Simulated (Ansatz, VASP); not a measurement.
## WS2: VASP beside Ansatz

```
W S
1.0
     3.15972    0.00000    0.00000
    -1.57986    2.73639    0.00000
     0.00000    0.00000   16.93947
W S
1 2
Direct
  0.33333 0.66667 0.00000
  0.66667 0.33333 0.90696
  0.66667 0.33333 0.09304
```

Alike in both runs: task single point; functional LDA; k mesh 12 × 12 × 2; occupations gaussian, width 0.02 eV; no spin polarisation.

|  | VASP | Ansatz |
| --- | --- | --- |
| version | VASP 6.6.1 | Ansatz 0.2.0 |
| potentials or method | VASP PAW LDA potentials, release 64 (W_sv, S), cutoff 520 eV | scalar-relativistic, plane waves, PAW |
| valence electrons in the cell | 26 | 26 |

|  | VASP | Ansatz | Ansatz less VASP |
| --- | --- | --- | --- |
| gap on the k mesh at the Fermi level (eV) | 1.91 | 1.90 | -0.011 |
| least direct gap on the mesh (eV) | 1.91 | 1.90 | -0.011 |
| rms of the force components (eV/Å) | 0.243 | 0.265 | +0.0218 |

LDA's correlation is that of Perdew and Zunger in VASP and of Perdew and Wang (1992) in Ansatz. Atom by atom the forces differ by 0.022 eV/Å (rms over components). Ansatz's warnings: xc potential rough in thin density.

Spin-orbit coupling is off throughout.
